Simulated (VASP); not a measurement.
A run of VASP 6.6.1:

Contents of INCAR:

```
SYSTEM = MgZn4O
ALGO = Normal
EDIFF = 1E-6
EDIFFG = -0.08
ENCUT = 600
GGA = PE
IBRION = 2
ISIF = 3
ISMEAR = 0
LASPH = .True.
LCHARG = .False.
LREAL = .False.
LWAVE = .False.
NELM = 60
NSW = 36
PREC = Accurate
SIGMA = 0.2
```

Contents of KPOINTS:

```
k-points
0
Gamma
  4 4 4
  0 0 0
```

Contents of POSCAR:

```
MgZn4O
1.0
    2.5410229700     -4.1046956600      0.0000000000
    2.5410229700      4.1046956600      0.0000000000
    0.0000000000      0.0000000000      3.9675559300
Mg Zn O
1 4 1
Direct
    0.0000000000      0.0000000000      0.0000000000
    0.3409232300      0.6590767700      0.0000000000
    0.6590767700      0.3409232300      0.0000000000
    0.5000000000      0.0000000000      0.5000000000
    0.0000000000      0.5000000000      0.5000000000
    0.5000000000      0.5000000000      0.5000000000
```

Potentials or basis: VASP PAW PBE potentials, release 64 (Mg, Zn, O).

Run with:

```console
$ cat potpaw_PBE.64/Mg/POTCAR potpaw_PBE.64/Zn/POTCAR potpaw_PBE.64/O/POTCAR > POTCAR
$ mpirun -np 1 vasp_std > vasp.out
```

Hardware: 1 thread of AMD EPYC 9R45 (Zen 5), on a shared host.

Task: How long does it take, and how much memory?

Result: Run time: 3.3 min on 1 thread of AMD EPYC 9R45 (Zen 5) (shared host), peak memory 0.23 GiB. Counts: scf iterations 70, k points 21, ion steps 7.
